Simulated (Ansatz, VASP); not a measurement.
# Al in VASP and in Ansatz

File INCAR:

```
PREC = Accurate ; ENCUT = 500
EDIFF = 1E-6 ; ISMEAR = 0
SIGMA = 0.15 ; LREAL = False
LASPH = True ; NELM = 120
ALGO = Normal ; ISIF = 2
LWAVE = False ; LCHARG = True
GGA = PE ; IVDW = 12
LELF = True ; LVHAR = True
NBANDS = 14 ; GGA_COMPAT = False
```

The input KPOINTS:

```
Automatic mesh
0
Gamma
  18 18 4
```

The input POSCAR:

```
Al
1.0
    2.7979000000      0.0000000000      0.0000000000
   -1.3989500000      2.4230524772      0.0000000000
    0.0000000000      0.0000000000     10.5726000000
Al
4
Direct
    0.0000000000      0.0000000000      0.0000000000
    0.3333333333      0.6666666667      0.2500000000
    0.0000000000      0.0000000000      0.5000000000
    0.6666666667      0.3333333333      0.7500000000
```

Input for Ansatz:

```yaml
crystal:
  lattice:
    - [2.7979, 0.0, 0.0]
    - [-1.39895, 2.4230524772, 0.0]
    - [0.0, 0.0, 10.5726]
  atoms:
    - { symbol: Al, position: [0.0, 0.0, 0.0] }
    - { symbol: Al, position: [0.3333333333, 0.6666666667, 0.25] }
    - { symbol: Al, position: [0.0, 0.0, 0.5] }
    - { symbol: Al, position: [0.6666666667, 0.3333333333, 0.75] }
basis:
  ecutwfc: 420
kpoints:
  mp_grid: { grid: [18, 18, 4] }
hamiltonian:
  xc: pbe
  dispersion: d3bj
scf:
  occupations: { method: gaussian, width: 0.15 }
output:
  forces: true
  stress: true
  eigenvalues: true
  write_density: true
  write_potential: true
  elf: true
  volumetric_format: npy
```

Alike in both runs: task single point; functional PBE; dispersion D3(BJ); k mesh 18 × 18 × 4; occupations gaussian, width 0.15 eV; no spin polarisation.

|  | VASP | Ansatz |
| --- | --- | --- |
| version | VASP 6.6.1 | Ansatz 0.2.0 |
| potentials or method | VASP PAW PBE potentials, release 64 (Al), cutoff 500 eV | scalar-relativistic, plane waves, PAW |
| valence electrons in the cell | 12 | 12 |

```tsv
	VASP	Ansatz	Ansatz less VASP
gap on the k mesh at the Fermi level (eV)	none	none	-
pressure (GPa)	-6.2	-6.2	+0.02
traceless stress, the component that is largest in VASP (GPa)	-4.43	-4.45	-0.025
```

A gap of «none» marks a metal or a gap that the smearing closes.
